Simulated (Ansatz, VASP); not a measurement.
**One calculation of Li3ZrN2, two programs**

The input INCAR:

```
PREC = Accurate ; ENCUT = 600
EDIFF = 1E-6 ; ISMEAR = 0
SIGMA = 0.1 ; LREAL = F
LASPH = T ; NELM = 80
ALGO = Normal ; ISIF = 3
LWAVE = F ; LCHARG = F
GGA = PE ; IBRION = 2
NSW = 100 ; EDIFFG = -0.01
```

Contents of KPOINTS:

```
regular mesh
0
Gamma
  12 12 6
```

Contents of POSCAR:

```
Li3ZrN2
1.0
    3.4434874215      0.0000000000      0.0000000000
   -1.7217437107      2.9821475846      0.0000000000
    0.0000000000      0.0000000000      8.3013751444
Li Zr N
3 1 2
Direct
    0.6666666667      0.3333333333      0.7592119448
    0.6666666667      0.3333333333      0.2407880552
    0.6666666667      0.3333333333      0.5000000000
    0.3333333333      0.6666666667      0.0000000000
    0.3333333333      0.6666666667      0.2449083002
    0.3333333333      0.6666666667      0.7550916998
```

Input for Ansatz:

```yaml
crystal:
  lattice:
    - [3.4434874215, 0.0, 0.0]
    - [-1.7217437107, 2.9821475846, 0.0]
    - [0.0, 0.0, 8.3013751444]
  atoms:
    - { symbol: Li, position: [0.6666666667, 0.3333333333, 0.7592119448] }
    - { symbol: Li, position: [0.6666666667, 0.3333333333, 0.2407880552] }
    - { symbol: Li, position: [0.6666666667, 0.3333333333, 0.5] }
    - { symbol: Zr, position: [0.3333333333, 0.6666666667, 0.0] }
    - { symbol: "N", position: [0.3333333333, 0.6666666667, 0.2449083002] }
    - { symbol: "N", position: [0.3333333333, 0.6666666667, 0.7550916998] }
basis:
  ecutwfc: 420
kpoints:
  mp_grid: { grid: [12, 12, 6] }
hamiltonian:
  xc: pbe
scf:
  occupations: { method: gaussian, width: 0.1 }
output:
  forces: true
  stress: true
  eigenvalues: true
relax:
  adjacent_minimum: "off"
  f_tol: 0.01
  max_steps: 80
  cell: { stress_tol: 0.05 }
```

Alike in both runs: task relaxation of cell and atoms; functional PBE; k mesh 12 × 12 × 6; occupations gaussian, width 0.1 eV; no spin polarisation.

```csv
,VASP,Ansatz
version,VASP 6.6.1,Ansatz 0.2.0
potentials or method,"VASP PAW PBE potentials, release 64 (Li_sv, Zr_sv, N), cutoff 600 eV","scalar-relativistic, plane waves, PAW"
valence electrons in the cell,31,31
```

|  | VASP | Ansatz | Ansatz less VASP |
| --- | --- | --- | --- |
| gap on the k mesh at the Fermi level, each at its own relaxed structure (eV) | none | none | - |
| relaxed volume (Å³/atom) | 14.36 | 14.41 | +0.056 |
| relaxed cell length with the largest relative difference (Å) | 8.401 | 8.415 | +0.0146 |

A gap of «none» marks a metal or a gap that the smearing closes.

Noted on VASP's run: the cutoff is short for stress, so the pressure is rough.
